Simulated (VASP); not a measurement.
# SiW6 in VASP: notebook

The runs below take SiW6 through single point, with PBE+D3(BJ).

Program: VASP 6.6.1. These are calculated values, not measurements. Logs are shortened: lines on timing, memory, paths and dates and some standing lists are left out, and cuts for length are marked.

### Step 1. The cell of the first run

The cell holds a slab with vacuum, 7 atoms: a = 4.468 Å, b = 4.468 Å, c = 21.726 Å, α = 90.00°, β = 90.00°, γ = 120.00°.

### Step 2. Single point, PBE+D3(BJ)

Contents of INCAR:

```
PREC = Accurate ; ENCUT = 520
EDIFF = 1E-6 ; ISMEAR = 0
SIGMA = 0.1 ; LREAL = F
LASPH = T ; NELM = 80
ALGO = Normal ; ISIF = 2
LWAVE = F ; LCHARG = F
LDIPOL = T ; IDIPOL = 3
DIPOL = 0.5 0.5 0.318 ; GGA = PE
IVDW = 12 ; NBANDS = 53
```

Contents of KPOINTS:

```
regular mesh
0
Gamma
  6 6 1
```

Contents of POSCAR:

```
SiW6
1.0
    4.4682526324      0.0000000000      0.0000000000
   -2.2341263162      3.8696202902      0.0000000000
    0.0000000000      0.0000000000     21.7259061349
W Si
6 1
Direct
    0.6666666667      0.3333333333      0.1841119986
    0.3333333333      0.6666666667      0.2260931360
    0.0000000000      0.0000000000      0.2680742733
    0.6666666667      0.3333333333      0.3070897866
    0.3333333333      0.6666666667      0.3466976876
    0.0000000000      0.0000000000      0.3832248047
    0.8888888889      0.4444444444      0.5121032037
```

Potentials or basis: VASP PAW PBE potentials, release 64 (W_sv, Si).

Launch:

```console
cat potpaw_PBE.64/W_sv/POTCAR potpaw_PBE.64/Si/POTCAR > POTCAR
mpirun -np 1 vasp_std > vasp.out
```

OUTCAR:

```text
PREC = Accurate
   ENCUT = 520
   EDIFF = 1E-6
   ISMEAR = 0
   LREAL = F
   LASPH = T
   NELM = 80
   ISIF = 2
   GGA = PE
   IVDW = 12
 IVDW          = 12

 ion  position               nearest neighbor table
   1  0.667  0.333  0.184-   4 2.67   2 2.74   2 2.74   2 2.74   3 3.16   3 3.16   3 3.16
   2  0.333  0.667  0.226-   5 2.62   3 2.74   3 2.74   3 2.74   1 2.74   1 2.74   1 2.74   4 3.12
                             4 3.12   4 3.12
   3  0.000  0.000  0.268-   6 2.50   4 2.72   4 2.72   4 2.72   2 2.74   2 2.74   2 2.74   5 3.09
                             5 3.09   5 3.09   1 3.16   1 3.16   1 3.16
   4  0.667  0.333  0.307-   1 2.67   3 2.72   3 2.72   3 2.72   5 2.72   5 2.72   5 2.72   6 3.06
                             6 3.06   6 3.06   2 3.12   2 3.12   2 3.12
   5  0.333  0.667  0.347-   2 2.62   6 2.70   6 2.70   6 2.70   4 2.72   4 2.72   4 2.72   3 3.09
                             3 3.09   3 3.09
   6  0.000  0.000  0.383-   3 2.50   5 2.70   5 2.70   5 2.70   4 3.06   4 3.06   4 3.06
   7  0.889  0.444  0.512-

  LATTYP: Found a hexagonal cell.
 ALAT       =     4.4682526324
 C/A-ratio  =     4.8622824004

  Lattice vectors:

 A1 = (   4.4682526324,   0.0000000000,   0.0000000000)
 A2 = (  -2.2341263162,   3.8696202902,   0.0000000000)
 A3 = (   0.0000000000,   0.0000000000,  21.7259061349)

Analysis of symmetry for initial positions (statically):
=====================================================================
 Subroutine PRICEL returns:
 Original cell was already a primitive cell.

 Routine SETGRP: Setting up the symmetry group for a
 hexagonal supercell.

 Subroutine GETGRP returns: Found  2 space group operations
 (whereof  2 operations were pure point group operations)
 out of a pool of 24 trial point group operations.

The static configuration has the point symmetry C_1h.

Analysis of symmetry for dynamics (positions and initial velocities):
=====================================================================
 Subroutine PRICEL returns:
 Original cell was already a primitive cell.

 Routine SETGRP: Setting up the symmetry group for a
 hexagonal supercell.

 Subroutine GETGRP returns: Found  2 space group operations
 (whereof  2 operations were pure point group operations)
 out of a pool of 24 trial point group operations.

The dynamic configuration has the point symmetry C_1h.

 Subroutine INISYM returns: Found  2 space group operations
 (whereof  2 operations are pure point group operations),
 and found     1 'primitive' translations

----------------------------------------------------------------------------------------

                                     Primitive cell

  volume of cell :     375.6505

  direct lattice vectors                    reciprocal lattice vectors
     4.468252632  0.000000000  0.000000000     0.223801133  0.129211644  0.000000000
    -2.234126316  3.869620290  0.000000000     0.000000000  0.258423288  0.000000000
     0.000000000  0.000000000 21.725906135     0.000000000  0.000000000  0.046028000

  length of vectors
     4.468252632  4.468252632 21.725906135     0.258423288  0.258423288  0.046028000

  position of ions in fractional coordinates (direct lattice)
     0.666666667  0.333333333  0.184111999
     0.333333333  0.666666667  0.226093136
     0.000000000  0.000000000  0.268074273
     0.666666667  0.333333333  0.307089787
     0.333333333  0.666666667  0.346697688
     0.000000000  0.000000000  0.383224805
     0.888888889  0.444444444  0.512103204

  ion indices of the primitive-cell ions
   primitive index   ion index
                 1           1
                 2           2
                 3           3
                 4           4
                 5           5
                 6           6
                 7           7

----------------------------------------------------------------------------------------

 KPOINTS: regular mesh

Automatic generation of k-mesh.
 Grid dimensions read from file:
 generate k-points for:    6    6    1

 Generating k-lattice:

  Cartesian coordinates                     Fractional coordinates (reciprocal lattice)
     0.037300189  0.021535274  0.000000000     0.166666667  0.000000000  0.000000000
     0.000000000  0.043070548  0.000000000     0.000000000  0.166666667  0.000000000
     0.000000000  0.000000000  0.046028000     0.000000000  0.000000000  1.000000000

  Length of vectors
     0.043070548  0.043070548  0.046028000

  Shift w.r.t. Gamma in fractional coordinates (k-lattice)
     0.000000000  0.000000000  0.000000000

 Subroutine IBZKPT returns following result:
 ===========================================

 Found     13 irreducible k-points:

 Following reciprocal coordinates:
            Coordinates               Weight
  0.000000  0.000000  0.000000      1.000000
  0.166667 -0.000000  0.000000      2.000000
  0.000000  0.166667  0.000000      4.000000
  0.333333 -0.000000  0.000000      2.000000
  0.000000  0.333333  0.000000      4.000000
  0.500000 -0.000000  0.000000      1.000000
  0.000000  0.500000  0.000000      2.000000
  0.166667  0.166667  0.000000      4.000000
 -0.166667  0.333333  0.000000      2.000000
  0.333333  0.166667  0.000000      4.000000
 -0.166667  0.500000  0.000000      4.000000
  0.500000  0.333333  0.000000      4.000000
  0.333333  0.333333  0.000000      2.000000
   k-points           NKPTS =     13   k-points in BZ     NKDIM =     13   number of bands    NBANDS=     53
   number of dos      NEDOS =    301   number of ions     NIONS =      7
   total plane-waves  NPLWV = 209952
   dimension x,y,z NGX =    36 NGY =   36 NGZ =  162
   dimension x,y,z NGXF=    72 NGYF=   72 NGZF=  324
   ions per type =               6   1
   NGX,Y,Z   is equivalent  to a cutoff of  13.39, 13.39, 12.40 a.u.
   NGXF,Y,Z  is equivalent  to a cutoff of  26.79, 26.79, 24.79 a.u.
 SYSTEM =  unknown system
   PREC   = accura    normal or accurate (medium, high low for compatibility)
   ISTART =      0    job   : 0-new  1-cont  2-samecut
   ICHARG =      2    charge: 1-file 2-atom 10-const
   ISPIN  =      1    spin polarized calculation?
   LNONCOLLINEAR =      F non collinear calculations
   LSORBIT =      F    spin-orbit coupling
   LASPH  =      T    aspherical Exc in radial PAW
   ENCUT  =  520.0 eV  38.22 Ry    6.18 a.u.   8.31  8.31 40.40*2*pi/ulx,y,z
   NELM   =     80;   NELMIN=  2; NELMDL= -5     # of ELM steps
   EDIFF  = 0.1E-05   stopping-criterion for ELM
   LREAL  =      F    real-space projection
   EDIFFG = 0.1E-04   stopping-criterion for IOM
   NSW    =      0    number of steps for IOM
   IBRION =     -1    ionic relax: 0-MD 1-quasi-New 2-CG
   NFREE  =      0    steps in history (QN), initial steepest desc. (CG)
   ISIF   =      2    stress and relaxation
   ISYM   =      2    0-nonsym 1-usesym 2-fastsym
   POTIM  = 0.5000    time-step for ionic-motion
   TEBEG  =    0.0;   TEEND  =   0.0 temperature during run
   PSTRESS=    0.0 pullay stress
   NELECT =      88.0000    total number of electrons
   NUPDOWN=      -1.0000    fix difference up-down
   EMIN   =  10.00;   EMAX   =-10.00  energy-range for DOS
   EFERMI =   0.00;   METHOD = LEGACY
   ISMEAR =     0;   SIGMA  =   0.10  broadening in eV -4-tet -1-fermi 0-gaus
   EFERMI_NEDOS =   21; number of points for ismear=-14 and -15
   IALGO  =     38    algorithm
   IMIX   =      4    mixing-type and parameters
     AMIX     =   0.40;   BMIX     =  1.00
     AMIX_MAG =   1.60;   BMIX_MAG =  1.00
  volume/ion in A,a.u.               =      53.66       362.14
  Fermi-wavevector in a.u.,A,eV,Ry     =   1.009193  1.907099 13.857143  1.018471
  Thomas-Fermi vector in A             =   2.142107
   LORBIT       =      0    0 simple, 1 ext, 2 COOP (PROOUT), +10 PAW based schemes
   GGA     = PE    functional components
   LHFCALC =     F    Hartree Fock is set to
   AEXX    =    0.0000 exact exchange contribution
   IVDW    =    12    specifies the selected vdW correction
   LEPSILON=     F    determine dielectric tensor
   LRPA    =     F    only Hartree local field effects (RPA)
 non-spin polarized calculation
 Gauss-broadening in eV      SIGMA  =   0.10
  energy-cutoff  :      520.00
  volume of cell :      375.65
 maximum number of plane-waves:     10145
 NGX is ok and might be reduce to    36
   NGX = 17   NGY = 17   NGZ = 81

 dipolmoment           0.000000      0.000000     -0.414337 electrons x Angstroem

 number of electron      88.0000002 magnetization

 dipolmoment           0.000000      0.000000      0.048079 electrons x Angstroem

 Free energy of the ion-electron system (eV)
  ---------------------------------------------------
  ext. energy  EPLUGINS =         0.00000000
  ---------------------------------------------------
  free energy    TOTEN  =       -72.47167865 eV

  energy without entropy =      -72.43161514  energy(sigma->0) =      -72.45164689

 E-fermi :   0.3545     XC(G=0):  -5.3585

 val. band max:        0.3339709739   @ k =   0.0000   0.5000   0.0000
 cond. band min:       0.3870035747   @ k =   0.5000   0.3333   0.0000
 fundamental gap:      0.0530326008
 Fermi energy:         0.3545072284

 k-point     1 :       0.0000    0.0000    0.0000
  band No.  band energies     occupation
      1     -73.6682      2.00000
      2     -73.5440      2.00000
      3     -73.5325      2.00000
      4     -73.4603      2.00000
      5     -73.3660      2.00000
      6     -73.2949      2.00000
[... 45 lines left out ...]
     52       2.7183      0.00000
     53       2.8095      0.00000

 k-point     2 :       0.1667   -0.0000    0.0000
  band No.  band energies     occupation
      1     -73.6597      2.00000
      2     -73.5488      2.00000
      3     -73.5308      2.00000
      4     -73.4562      2.00000
      5     -73.3721      2.00000
      6     -73.2987      2.00000
[... 45 lines left out ...]
     52       2.6420      0.00000
     53       2.8519      0.00000

 k-point     3 :       0.0000    0.1667    0.0000
  band No.  band energies     occupation
      1     -73.6597      2.00000
      2     -73.5488      2.00000
      3     -73.5308      2.00000
      4     -73.4562      2.00000
      5     -73.3721      2.00000
      6     -73.2987      2.00000
[... 45 lines left out ...]
     52       2.5921      0.00000
     53       2.6894      0.00000
[... 449 lines left out ...]
 k-point    12 :       0.5000    0.3333    0.0000
  band No.  band energies     occupation
      1     -73.6273      2.00000
      2     -73.5690      2.00000
      3     -73.5251      2.00000
      4     -73.4374      2.00000
      5     -73.3976      2.00000
      6     -73.3108      2.00000
[... 45 lines left out ...]
     52       2.2236      0.00000
     53       2.4109      0.00000

 k-point    13 :       0.3333    0.3333    0.0000
  band No.  band energies     occupation
      1     -73.6204      2.00000
      2     -73.5734      2.00000
      3     -73.5242      2.00000
      4     -73.4314      2.00000
      5     -73.4050      2.00000
      6     -73.3129      2.00000
[... 45 lines left out ...]
     52       1.8245      0.00000
     53       2.1690      0.00000

------------------------ aborting loop because EDIFF is reached ----------------------------------------

 vacuum level on the upper side and lower side of the slab       (xc-potential included)         0.037        -0.436

 Edisp (eV)   -2.84538

 E8    (eV) :    -1.4923

  FORCE on cell =-STRESS in cart. coord.  units (eV):
  Direction    XX          YY          ZZ          XY          YZ          ZX
  --------------------------------------------------------------------------------------
  -------------------------------------------------------------------------------------
  Total      -8.57387    -8.83000    -8.06285     0.22182     0.37941     0.65716
  in kB     -36.56819   -37.66062   -34.38865     0.94607     1.61822     2.80284
  external pressure =      -36.21 kB  Pullay stress =        0.00 kB

 VOLUME and BASIS-vectors are now :
 -----------------------------------------------------------------------------
  energy-cutoff  :      520.00
  volume of cell :      375.65
      direct lattice vectors                 reciprocal lattice vectors
     4.468252632  0.000000000  0.000000000     0.223801133  0.129211644  0.000000000
    -2.234126316  3.869620290  0.000000000     0.000000000  0.258423288  0.000000000
     0.000000000  0.000000000 21.725906135     0.000000000  0.000000000  0.046028000

 POSITION                                       TOTAL-FORCE (eV/Angst)
 -----------------------------------------------------------------------------------
      2.23413      1.28987      4.00000         0.081838      0.047249      2.043921
     -0.00000      2.57975      4.91208        -0.014935     -0.008622     -0.664609
      0.00000      0.00000      5.82416        -0.046493     -0.026843     -1.775839
      2.23413      1.28987      6.67180        -0.135179     -0.078045      0.074473
     -0.00000      2.57975      7.53232        -0.069721     -0.040254      0.701419
      0.00000      0.00000      8.32591        -0.017285     -0.009979      1.462021
      2.97884      1.71983     11.12591         0.201774      0.116494     -1.841386
 -----------------------------------------------------------------------------------
    total drift:                               -0.000016     -0.000009     -0.000134

  FREE ENERGIE OF THE ION-ELECTRON SYSTEM (eV)
  ---------------------------------------------------
  free  energy   TOTEN  =       -75.3170614089 eV

  energy  without entropy=      -75.2769978937  energy(sigma->0) =      -75.29702965

 vacuum level on the upper side and lower side of the slab         4.617         4.142
```

Wall time 8.3 min (1 thread of AMD EPYC 9R45 (Zen 5), shared host); peak memory 0.56 GiB.

Results:

* Free energy: -75.3171 eV
* Largest force: 2.046 eV/Å
* Band gap on the k mesh: zero (bands 44 and 45 overlap by 0.18 eV)
* Dispersion energy per atom: -0.406 eV

Forces on the atoms (eV/Å):
```
W    0.082  0.047  2.044
W   -0.015 -0.009 -0.665
W   -0.046 -0.027 -1.776
W   -0.135 -0.078  0.074
W   -0.070 -0.040  0.701
W   -0.017 -0.010  1.462
Si   0.202  0.116 -1.841
```

Levels at points of the mesh, in eV from the Fermi level:
| k point | band 42 | band 43 | band 44 | band 45 | band 46 | band 47 |
| --- | --- | --- | --- | --- | --- | --- |
| (0.00, 0.00, 0.00) | -1.07 | -0.90 | -0.45 | 0.88 | 0.97 | 1.47 |
| (0.50, 0.00, 0.00) | -0.66 | -0.12 | 0.11 | 0.20 | 0.29 | 0.66 |
| (0.00, 0.50, 0.00) | -0.76 | -0.29 | -0.02 | 0.19 | 0.29 | 0.87 |

Caveat: spin-orbit coupling is left out, which moves the levels of the heavy elements.

### Step 3. Single point, PBE+D3(BJ)

Contents of INCAR:

```
  PREC = Accurate
  ENCUT = 520
  EDIFF = 1E-6
  ISMEAR = 0
  SIGMA = 0.1
  LREAL = False
  LASPH = True
  NELM = 100
  ALGO = Normal
  ISIF = 2
  LWAVE = False
  LCHARG = False
  LDIPOL = True
  IDIPOL = 3
  DIPOL = 0.5 0.5 0.318
  GGA = PE
  IVDW = 12
  NBANDS = 53
```

KPOINTS is that of step 2.

Changes to POSCAR since step 2:

```diff
@@ -14,2 +14,2 @@
     0.0000000000      0.0000000000      0.3832248047
-    0.8888888889      0.4444444444      0.5121032037
+    0.1111111111      0.2222222222      0.5121032037
```

Potentials or basis: VASP PAW PBE potentials, release 64 (W_sv, Si).

Launch:

```console
cat potpaw_PBE.64/W_sv/POTCAR potpaw_PBE.64/Si/POTCAR > POTCAR
mpirun -np 1 vasp_std > vasp.out
```

Run time: 8.1 min. Hardware: 1 thread of AMD EPYC 9R45 (Zen 5), shared host; peak memory 0.56 GiB.

It converged, with:

```yaml
Free_energy: -75.6488 eV
Largest_force: 2.260 eV/Å
Band_gap_on_the_k_mesh: zero (bands 44 and 45 overlap by 0.40 eV)
Dispersion_energy_per_atom: -0.402 eV
```

Forces in eV/Å, atoms in the order of the input:
```
W    0.000  0.088  2.080
W    0.000 -0.037 -0.649
W    0.000  0.109 -2.182
W    0.000 -0.176 -0.201
W    0.000 -0.328  0.656
W    0.000  0.358  2.231
Si   0.000 -0.013 -1.935
```

Levels at points of the mesh, in eV from the Fermi level:
| k point | band 42 | band 43 | band 44 | band 45 | band 46 | band 47 |
| --- | --- | --- | --- | --- | --- | --- |
| (0.00, 0.00, 0.00) | -1.08 | -1.08 | -0.45 | 0.77 | 1.14 | 1.31 |
| (0.50, 0.00, 0.00) | -0.77 | -0.30 | 0.10 | 0.26 | 0.34 | 0.48 |
| (0.00, 0.50, 0.00) | -0.76 | -0.22 | -0.03 | 0.12 | 0.28 | 0.69 |

Caveat: spin-orbit coupling is left out, which moves the levels of the heavy elements.

### Step 4. Single point, PBE+D3(BJ)

Contents of INCAR:

```
SYSTEM = SiW6
PREC = Accurate
ENCUT = 520
EDIFF = 1E-6
ISMEAR = 0
SIGMA = 0.1
LREAL = .FALSE.
LASPH = .TRUE.
NELM = 100
ALGO = Normal
ISIF = 2
LWAVE = .FALSE.
LCHARG = .FALSE.
LDIPOL = .TRUE.
IDIPOL = 3
DIPOL = 0.5 0.5 0.318
GGA = PE
IVDW = 12
NBANDS = 53
```

Contents of KPOINTS:

```
Automatic mesh
0
G
  6 6 1
  0 0 0
```

Changes to POSCAR since step 3:

```diff
@@ -14,2 +14,2 @@
     0.0000000000      0.0000000000      0.3832248047
-    0.1111111111      0.2222222222      0.5121032037
+    0.2222222222      0.1111111111      0.5121032037
```

Launch:

```console
cat potpaw_PBE.64/W_sv/POTCAR potpaw_PBE.64/Si/POTCAR > POTCAR
mpirun -np 1 vasp_std > vasp.out
```

It took 7.9 min on 1 thread of AMD EPYC 9R45 (Zen 5), shared host; peak memory 0.56 GiB.

The run converged. Its results:

* Free energy: -75.6162 eV
* Largest force: 2.248 eV/Å
* Band gap on the k mesh: zero (bands 44 and 45 overlap by 0.30 eV)
* Dispersion energy per atom: -0.402 eV

Forces in eV/Å, atoms in the order of the input:
```
W    0.046  0.027  2.058
W   -0.082 -0.047 -0.604
W    0.157  0.091 -2.241
W   -0.044 -0.025 -0.110
W   -0.171 -0.099  0.621
W    0.193  0.111  2.201
Si  -0.099 -0.057 -1.926
```

Levels at points of the mesh, in eV from the Fermi level:
```tsv
k point	band 42	band 43	band 44	band 45	band 46	band 47
(0.00, 0.00, 0.00)	-1.09	-1.08	-0.45	0.75	1.08	1.34
(0.50, 0.00, 0.00)	-0.81	-0.33	0.10	0.19	0.24	0.62
(0.00, 0.50, 0.00)	-0.77	-0.22	0.03	0.18	0.28	0.64
```

Caveat: spin-orbit coupling is left out, which moves the levels of the heavy elements.

### Step 5. Summary

```tsv
cell	gap on the mesh (eV)	largest force (eV/Å)
as given, atomic positions A	none	2.05
as given, atomic positions B	none	2.26
as given, atomic positions C	none	2.25
```

Alike in all rows: task single point; level PBE+D3(BJ); potentials or basis VASP PAW PBE potentials, release 64 (W_sv, Si); no spin polarisation; k mesh 6 × 6 × 1; cutoff (eV) 520; smearing gaussian 0.1 eV.

Caveats: spin-orbit coupling is left out, which moves the levels of the heavy elements.

Total energies depend on the potentials used, so only differences within one code and one set of settings carry meaning.
